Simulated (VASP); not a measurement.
# Mg3PN (Pm-3m) in VASP: settings compared

The runs below take Mg3PN through single point, with HSE06, PBE0.

Everything below comes from runs of VASP 6.6.1. Logs are shortened: lines on timing, memory, paths and dates and some standing lists are left out, and cuts for length are marked.

### Step 1. The cell of the first run

Symmetry: Pm-3m, No. 221, cubic system. Conventional cell: a = 4.152 Å, b = 4.152 Å, c = 4.152 Å, α = 90.00°, β = 90.00°, γ = 90.00°. Within 3.9 Å of P (site symmetry m-3m) lie 12 Mg at 2.94 Å and 8 N at 3.60 Å. Within 2.7 Å of N (site symmetry m-3m) lie 6 Mg at 2.08 Å. Mg (site symmetry 4/mmm) has 2 N at 2.08 Å within 2.7 Å.

### Step 2. Single point, HSE06

POSCAR

```
Mg3PN
1.0
    4.1515493141      0.0000000000      0.0000000000
    0.0000000000      4.1515493141      0.0000000000
    0.0000000000      0.0000000000      4.1515493141
P N Mg
1 1 3
Direct
    0.0000000000      0.0000000000      0.0000000000
    0.5000000000      0.5000000000      0.5000000000
    0.5000000000      0.5000000000      0.0000000000
    0.5000000000      0.0000000000      0.5000000000
    0.0000000000      0.5000000000      0.5000000000
```

INCAR.step1

```
PREC = Accurate ; ENCUT = 520
EDIFF = 1E-5 ; ISMEAR = 0
SIGMA = 0.01 ; LREAL = False
LASPH = True ; NELM = 80
ALGO = Normal ; ISIF = 2
LWAVE = True ; LCHARG = False
NBANDS = 16 ; GGA = PE
```

INCAR.step2

```
PREC = Accurate ; ENCUT = 520
EDIFF = 1E-6 ; ISMEAR = 0
SIGMA = 0.01 ; LREAL = False
LASPH = True ; NELM = 80
ALGO = Normal ; ISIF = 2
LWAVE = False ; LCHARG = False
GGA = PE ; LHFCALC = True
HFSCREEN = 0.2079 ; PRECFOCK = Fast
NBANDS = 16 ; ISTART = 1
```

KPOINTS

```
regular mesh
0
Gamma
  4 4 4
```

Potentials or basis: VASP PAW PBE potentials, release 64 (P, N, Mg).

Run with:

```sh
$ cat potpaw_PBE.64/P/POTCAR potpaw_PBE.64/N/POTCAR potpaw_PBE.64/Mg/POTCAR > POTCAR
$ cp INCAR.step1 INCAR
$ mpirun -np 1 vasp_std > vasp.out
$ cp INCAR.step2 INCAR
$ mpirun -np 1 vasp_std > vasp.out
```

OUTCAR:

```text
PREC = Accurate
   ENCUT = 520
   EDIFF = 1E-6
   ISMEAR = 0
   LREAL = False
   LASPH = True
   NELM = 80
   ISIF = 2
   GGA = PE
   LHFCALC = True
   HFSCREEN = 0.2079
   PRECFOCK = Fast
   ISTART = 1

 ion  position               nearest neighbor table
   1  0.000  0.000  0.000-   3 2.94   4 2.94   5 2.94   4 2.94   5 2.94   3 2.94   5 2.94   5 2.94
                             3 2.94   4 2.94   4 2.94   3 2.94
   2  0.500  0.500  0.500-   3 2.08   4 2.08   5 2.08   3 2.08   4 2.08   5 2.08
   3  0.500  0.500  0.000-   2 2.08   2 2.08   4 2.94   5 2.94   1 2.94   4 2.94   5 2.94   1 2.94
                             4 2.94   4 2.94   1 2.94   5 2.94   5 2.94   1 2.94
   4  0.500  0.000  0.500-   2 2.08   2 2.08   3 2.94   5 2.94   1 2.94   3 2.94   1 2.94   3 2.94
                             5 2.94   3 2.94   1 2.94   5 2.94   1 2.94   5 2.94
   5  0.000  0.500  0.500-   2 2.08   2 2.08   3 2.94   4 2.94   1 2.94   3 2.94   1 2.94   4 2.94
                             1 2.94   1 2.94   3 2.94   4 2.94   3 2.94   4 2.94

  LATTYP: Found a simple cubic cell.
 ALAT       =     4.1515493141

  Lattice vectors:

 A1 = (   4.1515493141,   0.0000000000,   0.0000000000)
 A2 = (   0.0000000000,   4.1515493141,   0.0000000000)
 A3 = (   0.0000000000,   0.0000000000,   4.1515493141)

Analysis of symmetry for initial positions (statically):
=====================================================================
 Subroutine PRICEL returns:
 Original cell was already a primitive cell.

 Routine SETGRP: Setting up the symmetry group for a
 simple cubic supercell.

 Subroutine GETGRP returns: Found 48 space group operations
 (whereof 48 operations were pure point group operations)
 out of a pool of 48 trial point group operations.

The static configuration has the point symmetry O_h .

Analysis of symmetry for dynamics (positions and initial velocities):
=====================================================================
 Subroutine PRICEL returns:
 Original cell was already a primitive cell.

 Routine SETGRP: Setting up the symmetry group for a
 simple cubic supercell.

 Subroutine GETGRP returns: Found 48 space group operations
 (whereof 48 operations were pure point group operations)
 out of a pool of 48 trial point group operations.

The dynamic configuration has the point symmetry O_h .

 Subroutine INISYM returns: Found 48 space group operations
 (whereof 48 operations are pure point group operations),
 and found     1 'primitive' translations

----------------------------------------------------------------------------------------

                                     Primitive cell

  volume of cell :      71.5535

  direct lattice vectors                    reciprocal lattice vectors
     4.151549314  0.000000000  0.000000000     0.240873930  0.000000000  0.000000000
     0.000000000  4.151549314  0.000000000     0.000000000  0.240873930  0.000000000
     0.000000000  0.000000000  4.151549314     0.000000000  0.000000000  0.240873930

  length of vectors
     4.151549314  4.151549314  4.151549314     0.240873930  0.240873930  0.240873930

  position of ions in fractional coordinates (direct lattice)
     0.000000000  0.000000000  0.000000000
     0.500000000  0.500000000  0.500000000
     0.500000000  0.500000000  0.000000000
     0.500000000  0.000000000  0.500000000
     0.000000000  0.500000000  0.500000000

  ion indices of the primitive-cell ions
   primitive index   ion index
                 1           1
                 2           2
                 3           3
                 4           4
                 5           5

----------------------------------------------------------------------------------------

 KPOINTS: regular mesh

Automatic generation of k-mesh.
 Grid dimensions read from file:
 generate k-points for:    4    4    4

 Generating k-lattice:

  Cartesian coordinates                     Fractional coordinates (reciprocal lattice)
     0.060218483  0.000000000  0.000000000     0.250000000  0.000000000  0.000000000
     0.000000000  0.060218483  0.000000000     0.000000000  0.250000000  0.000000000
     0.000000000  0.000000000  0.060218483     0.000000000  0.000000000  0.250000000

  Length of vectors
     0.060218483  0.060218483  0.060218483

  Shift w.r.t. Gamma in fractional coordinates (k-lattice)
     0.000000000  0.000000000  0.000000000

 Subroutine IBZKPT returns following result:
 ===========================================

 Found     10 irreducible k-points:

 Following reciprocal coordinates:
            Coordinates               Weight
  0.000000  0.000000  0.000000      1.000000
  0.250000  0.000000  0.000000      6.000000
  0.500000  0.000000  0.000000      3.000000
  0.250000  0.250000  0.000000     12.000000
  0.500000  0.250000  0.000000     12.000000
  0.500000  0.500000  0.000000      3.000000
  0.250000  0.250000  0.250000      8.000000
  0.500000  0.250000  0.250000     12.000000
  0.500000  0.500000  0.250000      6.000000
  0.500000  0.500000  0.500000      1.000000
   k-points           NKPTS =     10   k-points in BZ     NKDIM =     64   number of bands    NBANDS=     16
   number of dos      NEDOS =    301   number of ions     NIONS =      5
   total plane-waves  NPLWV =  32768
   dimension x,y,z NGX =    32 NGY =   32 NGZ =   32
   dimension x,y,z NGXF=    64 NGYF=   64 NGZF=   64
   ions per type =               1   1   3
   NGX,Y,Z   is equivalent  to a cutoff of  12.81, 12.81, 12.81 a.u.
   NGXF,Y,Z  is equivalent  to a cutoff of  25.63, 25.63, 25.63 a.u.
 SYSTEM =  unknown system
   PREC   = accura    normal or accurate (medium, high low for compatibility)
   ISTART =      1    job   : 0-new  1-cont  2-samecut
   ICHARG =      0    charge: 1-file 2-atom 10-const
   ISPIN  =      1    spin polarized calculation?
   LNONCOLLINEAR =      F non collinear calculations
   LSORBIT =      F    spin-orbit coupling
   LASPH  =      T    aspherical Exc in radial PAW
   ENCUT  =  520.0 eV  38.22 Ry    6.18 a.u.   7.72  7.72  7.72*2*pi/ulx,y,z
   NELM   =     80;   NELMIN=  2; NELMDL=  0     # of ELM steps
   EDIFF  = 0.1E-05   stopping-criterion for ELM
   LREAL  =      F    real-space projection
   EDIFFG = 0.1E-04   stopping-criterion for IOM
   NSW    =      0    number of steps for IOM
   IBRION =     -1    ionic relax: 0-MD 1-quasi-New 2-CG
   NFREE  =      0    steps in history (QN), initial steepest desc. (CG)
   ISIF   =      2    stress and relaxation
   ISYM   =      3    0-nonsym 1-usesym 2-fastsym
   POTIM  = 0.5000    time-step for ionic-motion
   TEBEG  =    0.0;   TEEND  =   0.0 temperature during run
   PSTRESS=    0.0 pullay stress
   NELECT =      16.0000    total number of electrons
   NUPDOWN=      -1.0000    fix difference up-down
   EMIN   =  10.00;   EMAX   =-10.00  energy-range for DOS
   EFERMI =   0.00;   METHOD = LEGACY
   ISMEAR =     0;   SIGMA  =   0.01  broadening in eV -4-tet -1-fermi 0-gaus
   EFERMI_NEDOS =   21; number of points for ismear=-14 and -15
   IALGO  =     38    algorithm
   IMIX   =      1    mixing-type and parameters
     AMIX     =   0.40;   BMIX     =  1.00
     AMIX_MAG =   1.60;   BMIX_MAG =  1.00
  volume/ion in A,a.u.               =      14.31        96.57
  Fermi-wavevector in a.u.,A,eV,Ry     =   0.993660  1.877746 13.433860  0.987361
  Thomas-Fermi vector in A             =   2.125558
   LORBIT       =      0    0 simple, 1 ext, 2 COOP (PROOUT), +10 PAW based schemes
   GGA     = PE    functional components
   LHFCALC =     T    Hartree Fock is set to
   PRECFOCK=fast      Normal, Fast or Accurate (Low or Medium for compatibility)
   ENCUT4O =  -1.0   cutoff for four orbital integrals eV
   NKREDX  =     1    reduce k-point grid by
   NKREDY  =     1    reduce k-point grid by
   NKREDZ  =     1    reduce k-point grid by
   AEXX    =    0.2500 exact exchange contribution
   HFSCREEN=    0.2079 screening length (either q_TF or 0.3 A-1)
   HFSCREENC=   0.2079 screening length for correlation (either q_TF or 0.3 A-1)
   ENCUTFOCK=  -1.0 apply spherical cutoff to Coloumb kernel
   IVDW    =     0    specifies the selected vdW correction
   LEPSILON=     F    determine dielectric tensor
   LRPA    =     F    only Hartree local field effects (RPA)
 non-spin polarized calculation
 Gauss-broadening in eV      SIGMA  =   0.01
  energy-cutoff  :      520.00
  volume of cell :       71.55
 maximum number of plane-waves:      1956
 NGX is ok and might be reduce to    32
  NGX = 18; NGY = 18; NGZ = 18

 number of electron      16.0000001 magnetization

 Free energy of the ion-electron system (eV)
  ---------------------------------------------------
  ext. energy  EPLUGINS =         0.00000000
  ---------------------------------------------------
  free energy    TOTEN  =       -25.28229518 eV

  energy without entropy =      -25.28229518  energy(sigma->0) =      -25.28229518

 E-fermi :   4.1859     XC(G=0):  -8.3016

 val. band max:        4.1213766864   @ k =   0.0000   0.0000   0.0000
 cond. band min:       6.6130990954   @ k =   0.0000   0.0000   0.0000
 fundamental gap:      2.4917224090
 Fermi energy:         4.1859252479

 k-point     1 :       0.0000    0.0000    0.0000
  band No.  band energies     occupation
      1     -11.4480      2.00000
      2      -6.4907      2.00000
      3       0.1714      2.00000
      4       0.1714      2.00000
      5       0.1714      2.00000
      6       4.1214      2.00000
[... 8 lines left out ...]
     15      14.8550      0.00000
     16      14.8550      0.00000

 k-point     2 :       0.2500    0.0000    0.0000
  band No.  band energies     occupation
      1     -11.3017      2.00000
      2      -6.5235      2.00000
      3      -0.1805      2.00000
      4       0.4386      2.00000
      5       0.4386      2.00000
      6       2.0842      2.00000
[... 8 lines left out ...]
     15      12.6755      0.00000
     16      14.3440      0.00000

 k-point     3 :       0.5000    0.0000    0.0000
  band No.  band energies     occupation
      1     -11.1416      2.00000
      2      -6.5913      2.00000
      3       0.0141      2.00000
      4       0.4470      2.00000
      5       0.8014      2.00000
      6       0.8014      2.00000
[... 8 lines left out ...]
     15      13.2910      0.00000
     16      13.2910      0.00000

 k-point     4 :       0.2500    0.2500    0.0000
  band No.  band energies     occupation
      1     -11.1775      2.00000
      2      -6.3993      2.00000
      3      -0.9407      2.00000
      4       0.4877      2.00000
      5       0.6440      2.00000
      6       1.4779      2.00000
[... 8 lines left out ...]
     15      12.7787      0.00000
     16      14.1488      0.00000

 k-point     5 :       0.5000    0.2500    0.0000
  band No.  band energies     occupation
      1     -11.0445      2.00000
      2      -6.2793      2.00000
      3      -1.1234      2.00000
      4      -0.6844      2.00000
      5       0.8937      2.00000
      6       2.0687      2.00000
[... 8 lines left out ...]
     15      13.5874      0.00000
     16      14.2590      0.00000

 k-point     6 :       0.5000    0.5000    0.0000
  band No.  band energies     occupation
      1     -10.9427      2.00000
      2      -5.8711      2.00000
      3      -1.7618      2.00000
      4      -1.7618      2.00000
      5       0.9920      2.00000
      6       3.0938      2.00000
[... 8 lines left out ...]
     15      14.8177      0.00000
     16      14.8177      0.00000

 k-point     7 :       0.2500    0.2500    0.2500
  band No.  band energies     occupation
      1     -11.0689      2.00000
      2      -6.2100      2.00000
      3      -0.5318      2.00000
      4      -0.5318      2.00000
      5       0.0243      2.00000
      6       2.5490      2.00000
[... 8 lines left out ...]
     15      15.1384      0.00000
     16      15.1384      0.00000

 k-point     8 :       0.5000    0.2500    0.2500
  band No.  band energies     occupation
      1     -10.9541      2.00000
      2      -5.9968      2.00000
      3      -1.0653      2.00000
      4      -0.7670      2.00000
      5       0.1976      2.00000
      6       1.5478      2.00000
[... 8 lines left out ...]
     15      14.5789      0.00000
     16      15.0545      0.00000

 k-point     9 :       0.5000    0.5000    0.2500
  band No.  band energies     occupation
      1     -10.8595      2.00000
      2      -5.6409      2.00000
      3      -1.2957      2.00000
      4      -1.2957      2.00000
      5       0.2595      2.00000
      6       1.8257      2.00000
[... 8 lines left out ...]
     15      15.0942      0.00000
     16      16.1024      0.00000

 k-point    10 :       0.5000    0.5000    0.5000
  band No.  band energies     occupation
      1     -10.7729      2.00000
      2      -5.3680      2.00000
      3      -0.3320      2.00000
      4      -0.3320      2.00000
      5      -0.3320      2.00000
      6       0.6233      2.00000
[... 8 lines left out ...]
     15      13.9209      0.00000
     16      17.2425      0.00000

------------------------ aborting loop because EDIFF is reached ----------------------------------------

  FORCE on cell =-STRESS in cart. coord.  units (eV):
  Direction    XX          YY          ZZ          XY          YZ          ZX
  --------------------------------------------------------------------------------------
  -------------------------------------------------------------------------------------
  Total       -0.2052791     -0.2052791     -0.2052791      0.0000000      0.0000000     -0.0000000
  in kB       -4.5964730     -4.5964730     -4.5964730      0.0000000      0.0000000     -0.0000000
  external PRESSURE =      -4.5964730 kB  Pullay stress =       0.0000000 kB

 VOLUME and BASIS-vectors are now :
 -----------------------------------------------------------------------------
  energy-cutoff  :      520.00
  volume of cell :       71.55
      direct lattice vectors                 reciprocal lattice vectors
     4.151549314  0.000000000  0.000000000     0.240873930  0.000000000  0.000000000
     0.000000000  4.151549314  0.000000000     0.000000000  0.240873930  0.000000000
     0.000000000  0.000000000  4.151549314     0.000000000  0.000000000  0.240873930

 POSITION                                       TOTAL-FORCE (eV/Angst)
 -----------------------------------------------------------------------------------
      0.00000      0.00000      0.00000         0.000000      0.000000      0.000000
      2.07577      2.07577      2.07577         0.000000      0.000000      0.000000
      2.07577      2.07577      0.00000         0.000000      0.000000      0.000000
      2.07577      0.00000      2.07577         0.000000      0.000000      0.000000
      0.00000      2.07577      2.07577         0.000000      0.000000      0.000000
 -----------------------------------------------------------------------------------
    total drift:                               -0.000032      0.000039     -0.000039

  FREE ENERGIE OF THE ION-ELECTRON SYSTEM (eV)
  ---------------------------------------------------
  free  energy   TOTEN  =       -25.2822951815 eV

  energy  without entropy=      -25.2822951815  energy(sigma->0) =      -25.28229518
```

It took 6 min on 1 thread of AMD EPYC 7R43 (Zen 3), shared host; peak memory 0.25 GiB.

What came out:

* Free energy: -25.2823 eV
* Pressure: -0.5 GPa
* Band gap on the k mesh: 2.49 eV

Caveat: the PAW data sets were made with another functional, which shifts forces and pressure a little. A k mesh can miss the band edges.

(Part 1 of 2 ends here.)
